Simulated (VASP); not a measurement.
# TiRh in VASP: a series of runs

TiRh is run at these levels: LDA; tasks: single point.

All numbers are computed with VASP 6.6.1; they aren't measurements. Logs are shortened: lines on timing, memory, paths and dates and some standing lists are left out, and cuts for length are marked.

## (1) The cell of the first run

The structure is cubic, space group Pm-3m (No. 221). The conventional cell has a = 2.959 Å, b = 2.959 Å, c = 2.959 Å, α = 90.00°, β = 90.00°, γ = 90.00°. Within 3.4 Å of Ti (site symmetry m-3m) lie 8 Rh at 2.56 Å and 6 Ti at 2.96 Å. Within 3.4 Å of Rh (site symmetry m-3m) lie 8 Ti at 2.56 Å and 6 Rh at 2.96 Å.

## (2) Single point, LDA (strain -0.050 along x and y, -0.050 along z)

The input, INCAR:

```
SYSTEM = TiRh
PREC = Accurate ; ENCUT = 520
EDIFF = 1E-7 ; ISMEAR = 0
SIGMA = 0.15 ; LREAL = .False.
LASPH = .True. ; NELM = 100
ALGO = Normal ; ISIF = 2
LWAVE = .False. ; LCHARG = .False.
NBANDS = 20
```

The input, KPOINTS:

```
Automatic mesh
0
Gamma
  16 16 16
  0 0 0
```

The input, POSCAR:

```
TiRh
1.0
    2.9594419000      0.0000000000      0.0000000000
    0.0000000000      2.9594419000      0.0000000000
    0.0000000000      0.0000000000      2.9594419000
Ti Rh
1 1
Direct
    0.5000000000      0.5000000000      0.5000000000
    0.0000000000      0.0000000000      0.0000000000
```

Potentials or basis: VASP PAW LDA potentials, release 64 (Ti_sv, Rh_pv).

On the command line:

```bash
> cat potpaw_LDA.64/Ti_sv/POTCAR potpaw_LDA.64/Rh_pv/POTCAR > POTCAR
> mpirun -np 1 vasp_std > vasp.out
```

OUTCAR:

```text
SYSTEM = TiRh
   PREC = Accurate
   ENCUT = 520
   EDIFF = 1E-7
   ISMEAR = 0
   LREAL = .False.
   LASPH = .True.
   NELM = 100
   ISIF = 2

 ion  position               nearest neighbor table
   1  0.500  0.500  0.500-   2 2.56   2 2.56   2 2.56   2 2.56   2 2.56   2 2.56   2 2.56   2 2.56

   2  0.000  0.000  0.000-   1 2.56   1 2.56   1 2.56   1 2.56   1 2.56   1 2.56   1 2.56   1 2.56

  LATTYP: Found a simple cubic cell.
 ALAT       =     2.9594419000

  Lattice vectors:

 A1 = (   2.9594419000,   0.0000000000,   0.0000000000)
 A2 = (   0.0000000000,   2.9594419000,   0.0000000000)
 A3 = (   0.0000000000,   0.0000000000,   2.9594419000)

Analysis of symmetry for initial positions (statically):
=====================================================================
 Subroutine PRICEL returns:
 Original cell was already a primitive cell.

 Routine SETGRP: Setting up the symmetry group for a
 simple cubic supercell.

 Subroutine GETGRP returns: Found 48 space group operations
 (whereof 48 operations were pure point group operations)
 out of a pool of 48 trial point group operations.

The static configuration has the point symmetry O_h .

Analysis of symmetry for dynamics (positions and initial velocities):
=====================================================================
 Subroutine PRICEL returns:
 Original cell was already a primitive cell.

 Routine SETGRP: Setting up the symmetry group for a
 simple cubic supercell.

 Subroutine GETGRP returns: Found 48 space group operations
 (whereof 48 operations were pure point group operations)
 out of a pool of 48 trial point group operations.

The dynamic configuration has the point symmetry O_h .

 Subroutine INISYM returns: Found 48 space group operations
 (whereof 48 operations are pure point group operations),
 and found     1 'primitive' translations

----------------------------------------------------------------------------------------

                                     Primitive cell

  volume of cell :      25.9197

  direct lattice vectors                    reciprocal lattice vectors
     2.959441900  0.000000000  0.000000000     0.337901548  0.000000000  0.000000000
     0.000000000  2.959441900  0.000000000     0.000000000  0.337901548  0.000000000
     0.000000000  0.000000000  2.959441900     0.000000000  0.000000000  0.337901548

  length of vectors
     2.959441900  2.959441900  2.959441900     0.337901548  0.337901548  0.337901548

  position of ions in fractional coordinates (direct lattice)
     0.500000000  0.500000000  0.500000000
     0.000000000  0.000000000  0.000000000

  ion indices of the primitive-cell ions
   primitive index   ion index
                 1           1
                 2           2

----------------------------------------------------------------------------------------

 KPOINTS: Automatic mesh

Automatic generation of k-mesh.
 Grid dimensions read from file:
 generate k-points for:   16   16   16

 Generating k-lattice:

  Cartesian coordinates                     Fractional coordinates (reciprocal lattice)
     0.021118847  0.000000000  0.000000000     0.062500000  0.000000000  0.000000000
     0.000000000  0.021118847  0.000000000     0.000000000  0.062500000  0.000000000
     0.000000000  0.000000000  0.021118847     0.000000000  0.000000000  0.062500000

  Length of vectors
     0.021118847  0.021118847  0.021118847

  Shift w.r.t. Gamma in fractional coordinates (k-lattice)
     0.000000000  0.000000000  0.000000000

 Subroutine IBZKPT returns following result:
 ===========================================

 Found    165 irreducible k-points:

 Following reciprocal coordinates:
            Coordinates               Weight
  0.000000  0.000000  0.000000      1.000000
  0.062500  0.000000  0.000000      6.000000
  0.125000  0.000000  0.000000      6.000000
  0.187500  0.000000  0.000000      6.000000
  0.250000  0.000000  0.000000      6.000000
  0.312500  0.000000  0.000000      6.000000
[... 16 lines left out ...]
  0.437500  0.125000  0.000000     24.000000
  0.500000  0.125000  0.000000     12.000000
 [... further k-points ...]
   k-points           NKPTS =    165   k-points in BZ     NKDIM =    165   number of bands    NBANDS=     20
   number of dos      NEDOS =    301   number of ions     NIONS =      2
   total plane-waves  NPLWV =  13824
   dimension x,y,z NGX =    24 NGY =   24 NGZ =   24
   dimension x,y,z NGXF=    48 NGYF=   48 NGZF=   48
   ions per type =               1   1
   NGX,Y,Z   is equivalent  to a cutoff of  13.48, 13.48, 13.48 a.u.
   NGXF,Y,Z  is equivalent  to a cutoff of  26.96, 26.96, 26.96 a.u.
 SYSTEM =  TiRh
   PREC   = accura    normal or accurate (medium, high low for compatibility)
   ISTART =      0    job   : 0-new  1-cont  2-samecut
   ICHARG =      2    charge: 1-file 2-atom 10-const
   ISPIN  =      1    spin polarized calculation?
   LNONCOLLINEAR =      F non collinear calculations
   LSORBIT =      F    spin-orbit coupling
   LASPH  =      T    aspherical Exc in radial PAW
   ENCUT  =  520.0 eV  38.22 Ry    6.18 a.u.   5.50  5.50  5.50*2*pi/ulx,y,z
   NELM   =    100;   NELMIN=  2; NELMDL= -5     # of ELM steps
   EDIFF  = 0.1E-06   stopping-criterion for ELM
   LREAL  =      F    real-space projection
   EDIFFG = 0.1E-05   stopping-criterion for IOM
   NSW    =      0    number of steps for IOM
   IBRION =     -1    ionic relax: 0-MD 1-quasi-New 2-CG
   NFREE  =      0    steps in history (QN), initial steepest desc. (CG)
   ISIF   =      2    stress and relaxation
   ISYM   =      2    0-nonsym 1-usesym 2-fastsym
   POTIM  = 0.5000    time-step for ionic-motion
   TEBEG  =    0.0;   TEEND  =   0.0 temperature during run
   PSTRESS=    0.0 pullay stress
   NELECT =      27.0000    total number of electrons
   NUPDOWN=      -1.0000    fix difference up-down
   EMIN   =  10.00;   EMAX   =-10.00  energy-range for DOS
   EFERMI =   0.00;   METHOD = LEGACY
   ISMEAR =     0;   SIGMA  =   0.15  broadening in eV -4-tet -1-fermi 0-gaus
   EFERMI_NEDOS =   21; number of points for ismear=-14 and -15
   IALGO  =     38    algorithm
   IMIX   =      4    mixing-type and parameters
     AMIX     =   0.40;   BMIX     =  1.00
     AMIX_MAG =   1.60;   BMIX_MAG =  1.00
  volume/ion in A,a.u.               =      12.96        87.46
  Fermi-wavevector in a.u.,A,eV,Ry     =   1.659534  3.136065 37.471187  2.754055
  Thomas-Fermi vector in A             =   2.746926
   LORBIT       =      0    0 simple, 1 ext, 2 COOP (PROOUT), +10 PAW based schemes
   GGA     = CA    functional components
   LHFCALC =     F    Hartree Fock is set to
   AEXX    =    0.0000 exact exchange contribution
   IVDW    =     0    specifies the selected vdW correction
   LEPSILON=     F    determine dielectric tensor
   LRPA    =     F    only Hartree local field effects (RPA)
 non-spin polarized calculation
 Gauss-broadening in eV      SIGMA  =   0.15
  energy-cutoff  :      520.00
  volume of cell :       25.92
 maximum number of plane-waves:       739
 NGX is ok and might be reduce to    24
   NGX = 11   NGY = 11   NGZ = 11

 number of electron      26.9999995 magnetization

 Free energy of the ion-electron system (eV)
  ---------------------------------------------------
  ext. energy  EPLUGINS =         0.00000000
  ---------------------------------------------------
  free energy    TOTEN  =       -18.55328229 eV

  energy without entropy =      -18.52421255  energy(sigma->0) =      -18.53874742

 E-fermi :  12.8964     XC(G=0): -14.0051

 val. band max:       12.8961282401   @ k =   0.3750   0.2500   0.0000
 cond. band min:      12.9119733486   @ k =   0.2500   0.1250   0.0000
 fundamental gap:      0.0158451084
 Fermi energy:        12.8964149406

 k-point     1 :       0.0000    0.0000    0.0000
  band No.  band energies     occupation
      1     -43.8229      2.00000
      2     -34.1222      2.00000
      3     -34.1222      2.00000
      4     -34.1222      2.00000
      5     -20.3059      2.00000
      6     -20.3059      2.00000
[... 12 lines left out ...]
     19      22.4455      0.00000
     20      22.4455      0.00000

 k-point     2 :       0.0625    0.0000    0.0000
  band No.  band energies     occupation
      1     -43.8218      2.00000
      2     -34.1273      2.00000
      3     -34.1215      2.00000
      4     -34.1215      2.00000
      5     -20.3205      2.00000
      6     -20.3058      2.00000
[... 12 lines left out ...]
     19      22.1267      0.00000
     20      22.7043      0.00000

 k-point     3 :       0.1250    0.0000    0.0000
  band No.  band energies     occupation
      1     -43.8190      2.00000
      2     -34.1416      2.00000
      3     -34.1194      2.00000
      4     -34.1194      2.00000
      5     -20.3621      2.00000
      6     -20.3057      2.00000
[... 12 lines left out ...]
     19      21.2973      0.00000
     20      23.4103      0.00000

 k-point     4 :       0.1875    0.0000    0.0000
  band No.  band energies     occupation
      1     -43.8147      2.00000
      2     -34.1631      2.00000
      3     -34.1162      2.00000
      4     -34.1162      2.00000
      5     -20.4239      2.00000
      6     -20.3054      2.00000
[... 12 lines left out ...]
     19      20.1992      0.00000
     20      24.4275      0.00000

 k-point     5 :       0.2500    0.0000    0.0000
  band No.  band energies     occupation
      1     -43.8097      2.00000
      2     -34.1882      2.00000
      3     -34.1124      2.00000
      4     -34.1124      2.00000
      5     -20.4961      2.00000
      6     -20.3052      2.00000
[... 12 lines left out ...]
     19      19.0356      0.00000
     20      25.6428      0.00000

 k-point     6 :       0.3125    0.0000    0.0000
  band No.  band energies     occupation
      1     -43.8046      2.00000
      2     -34.2132      2.00000
      3     -34.1087      2.00000
      4     -34.1087      2.00000
      5     -20.5677      2.00000
      6     -20.3050      2.00000
[... 12 lines left out ...]
     19      17.9710      0.00000
     20      26.9756      0.00000

 k-point     7 :       0.3750    0.0000    0.0000
  band No.  band energies     occupation
      1     -43.8004      2.00000
      2     -34.2343      2.00000
      3     -34.1055      2.00000
      4     -34.1055      2.00000
      5     -20.6278      2.00000
      6     -20.3048      2.00000
[... 12 lines left out ...]
     19      17.1653      0.00000
     20      28.3547      0.00000
[... 277 lines left out ...]
 k-point    20 :       0.2500    0.1250    0.0000
  band No.  band energies     occupation
      1     -43.8044      2.00000
      2     -34.1889      2.00000
      3     -34.1339      2.00000
      4     -34.1099      2.00000
      5     -20.4905      2.00000
      6     -20.3522      2.00000
[... 12 lines left out ...]
     19      19.5974      0.00000
     20      24.2342      0.00000

 k-point    21 :       0.3125    0.1250    0.0000
  band No.  band energies     occupation
      1     -43.7988      2.00000
      2     -34.2146      2.00000
      3     -34.1316      2.00000
      4     -34.1063      2.00000
      5     -20.5585      2.00000
      6     -20.3500      2.00000
[... 12 lines left out ...]
     19      18.4169      0.00000
     20      25.2858      0.00000

 k-point    22 :       0.3750    0.1250    0.0000
  band No.  band energies     occupation
      1     -43.7940      2.00000
      2     -34.2364      2.00000
      3     -34.1295      2.00000
      4     -34.1032      2.00000
      5     -20.6158      2.00000
      6     -20.3480      2.00000
[... 12 lines left out ...]
     19      17.4364      0.00000
     20      26.2820      0.00000

 k-point    23 :       0.4375    0.1250    0.0000
  band No.  band energies     occupation
      1     -43.7909      2.00000
      2     -34.2509      2.00000
      3     -34.1282      2.00000
      4     -34.1012      2.00000
      5     -20.6538      2.00000
      6     -20.3467      2.00000
[... 12 lines left out ...]
     19      16.8077      0.00000
     20      27.1454      0.00000

 k-point    24 :       0.5000    0.1250    0.0000
  band No.  band energies     occupation
      1     -43.7897      2.00000
      2     -34.2560      2.00000
      3     -34.1277      2.00000
      4     -34.1005      2.00000
      5     -20.6671      2.00000
      6     -20.3463      2.00000
[... 12 lines left out ...]
     19      16.6013      0.00000
     20      27.6750      0.00000

 [... further k-points ...]
[... 5 lines left out ...]
  --------------------------------------------------------------------------------------
  -------------------------------------------------------------------------------------
  Total        3.7324964      3.7324964      3.7324964     -0.0000000      0.0000000     -0.0000000
  in kB      230.7174956    230.7174956    230.7174956     -0.0000000      0.0000000     -0.0000000
  external PRESSURE =     230.7174956 kB  Pullay stress =       0.0000000 kB

 VOLUME and BASIS-vectors are now :
 -----------------------------------------------------------------------------
  energy-cutoff  :      520.00
  volume of cell :       25.92
      direct lattice vectors                 reciprocal lattice vectors
     2.959441900  0.000000000  0.000000000     0.337901548  0.000000000  0.000000000
     0.000000000  2.959441900  0.000000000     0.000000000  0.337901548  0.000000000
     0.000000000  0.000000000  2.959441900     0.000000000  0.000000000  0.337901548

 POSITION                                       TOTAL-FORCE (eV/Angst)
 -----------------------------------------------------------------------------------
      1.47972      1.47972      1.47972         0.000000      0.000000      0.000000
      0.00000      0.00000      0.00000         0.000000      0.000000      0.000000
 -----------------------------------------------------------------------------------
    total drift:                                0.000000      0.000000     -0.000000

  FREE ENERGIE OF THE ION-ELECTRON SYSTEM (eV)
  ---------------------------------------------------
  free  energy   TOTEN  =       -18.5532822880 eV

  energy  without entropy=      -18.5242125493  energy(sigma->0) =      -18.53874742
```

Run time: 24 s. Hardware: 1 thread of Intel Xeon 6975P-C (Granite Rapids), shared host; peak memory 0.2 GiB.

Results:

| Item | Value |
| --- | --- |
| Free energy | -18.5533 eV |
| Pressure | 23.1 GPa |

Caveat: the cell differs from its parent crystal (strain -0.050 along x and y, -0.050 along z).

## (3) Single point, LDA (strain +0.000 along x and y, -0.050 along z)

The input, INCAR:

```
PREC = Accurate
ENCUT = 520
EDIFF = 1E-7
ISMEAR = 0
SIGMA = 0.15
LREAL = False
LASPH = True
NELM = 80
ALGO = Fast
ISIF = 2
LWAVE = False
LCHARG = False
GGA = CA
NBANDS = 20
```

The input, KPOINTS:

```
regular mesh
0
Gamma
  16 16 16
```

The input, POSCAR:

```
TiRh
1.0
    3.1152020000      0.0000000000      0.0000000000
    0.0000000000      3.1152020000      0.0000000000
    0.0000000000      0.0000000000      2.9594419000
Ti Rh
1 1
Direct
    0.5000000000      0.5000000000      0.5000000000
    0.0000000000      0.0000000000      0.0000000000
```

Potentials or basis: VASP PAW LDA potentials, release 64 (Ti_sv, Rh_pv).

On the command line:

```bash
> cat potpaw_LDA.64/Ti_sv/POTCAR potpaw_LDA.64/Rh_pv/POTCAR > POTCAR
> mpirun -np 1 vasp_std > vasp.out
```

Wall time 2.6 min (1 thread of Intel Xeon 6975P-C (Granite Rapids), shared host); peak memory 0.33 GiB.

It converged, with:

```
Free energy : -18.7161 eV
Pressure    : -3.4 GPa
```

Stress tensor (GPa, compression positive):
```
-2.78  0.00  0.00
 0.00 -2.78  0.00
 0.00  0.00 -4.75
```

Levels at points of the mesh, in eV from the Fermi level:
```
           k point  band 10  band 11  band 12  band 13  band 14  band 15  band 16  band 17
(0.00, 0.00, 0.00)    -5.48    -2.71    -2.33    -2.33     0.54     1.05     2.59     2.59
(0.50, 0.00, 0.00)    -3.70    -2.83    -2.52    -1.69    -1.31     0.18     0.35     0.56
(0.50, 0.50, 0.00)    -3.52    -3.52    -1.01    -0.39     0.56     0.56     0.88     2.31
(0.00, 0.00, 0.50)    -3.41    -2.93    -2.93    -1.88    -1.12     0.07     0.07     1.15
(0.50, 0.00, 0.50)    -4.03    -3.96    -0.86     0.21     0.95     0.98     1.42     2.69
(0.50, 0.50, 0.50)    -4.05    -2.00    -2.00    -1.75    -0.91    -0.67     2.41     2.65
```

Caveat: the cell differs from its parent crystal (strain +0.000 along x and y, -0.050 along z).

## (4) Single point, LDA (strain +0.050 along x and y, +0.000 along z)

The input, INCAR:

```
PREC     = Accurate       # precision mode
ENCUT    = 520            # plane-wave cutoff, eV
EDIFF    = 1E-6           # SCF threshold, eV
ISMEAR   = 0              # smearing method
SIGMA    = 0.15           # smearing width, eV
LREAL    = F              # projectors in reciprocal space
LASPH    = T              # aspherical terms in the spheres
NELM     = 60             # most SCF steps
ALGO     = Fast           # electronic algorithm
ISIF     = 2              # what is computed and relaxed
LWAVE    = F              # write WAVECAR
LCHARG   = T              # write CHGCAR
GGA      = CA             # functional
LELF     = T              # ELF
LVHAR    = T            
NBANDS   = 20             # bands
```

KPOINTS is that of step 3.

The input, POSCAR:

```
TiRh
1.0
    3.2709621000      0.0000000000      0.0000000000
    0.0000000000      3.2709621000      0.0000000000
    0.0000000000      0.0000000000      3.1152020000
Ti Rh
1 1
Direct
    0.5000000000      0.5000000000      0.5000000000
    0.0000000000      0.0000000000      0.0000000000
```

On the command line:

```bash
> cat potpaw_LDA.64/Ti_sv/POTCAR potpaw_LDA.64/Rh_pv/POTCAR > POTCAR
> mpirun -np 1 vasp_std > vasp.out
```

It took 2.1 min on 1 thread of Intel Xeon 6975P-C (Granite Rapids), shared host; peak memory 0.35 GiB.

Results (log left out):

- Free energy: -18.2586 eV
- Pressure: -25.3 GPa

Stress tensor (GPa, compression positive):
```
-24.79   0.00   0.00
  0.00 -24.79   0.00
  0.00   0.00 -26.26
```

Levels at points of the mesh, in eV from the Fermi level:
| k point | band 11 | band 12 | band 13 | band 14 | band 15 | band 16 |
| --- | --- | --- | --- | --- | --- | --- |
| (0.00, 0.00, 0.00) | -2.21 | -1.92 | -1.92 | 0.48 | 0.87 | 2.11 |
| (0.50, 0.00, 0.00) | -2.34 | -2.10 | -1.41 | -0.93 | 0.18 | 0.21 |
| (0.50, 0.50, 0.00) | -2.88 | -0.85 | -0.36 | 0.48 | 0.48 | 0.74 |
| (0.00, 0.00, 0.50) | -2.41 | -2.41 | -1.54 | -0.78 | 0.13 | 0.13 |
| (0.50, 0.00, 0.50) | -3.21 | -0.75 | 0.11 | 0.80 | 0.82 | 1.14 |
| (0.50, 0.50, 0.50) | -1.60 | -1.60 | -1.42 | -0.78 | -0.61 | 1.97 |

Caveat: the cell differs from its parent crystal (strain +0.050 along x and y, +0.000 along z).

## (5) Summary

```tsv
cell	gap on the mesh (eV)	pressure (GPa)
a = 2.959 Å, 2 atoms	none	23.1
a = 3.115, b = 3.115, c = 2.959 Å, 2 atoms	none	-3.4
a = 3.271, b = 3.271, c = 3.115 Å, 2 atoms	none	-25.3
```

Alike in all rows: task single point; level LDA; potentials or basis VASP PAW LDA potentials, release 64 (Ti_sv, Rh_pv); no spin polarisation; k mesh 16 × 16 × 16; cutoff (eV) 520; smearing gaussian 0.15 eV.

Total energies depend on the potentials used, so only differences within one code and one set of settings carry meaning.
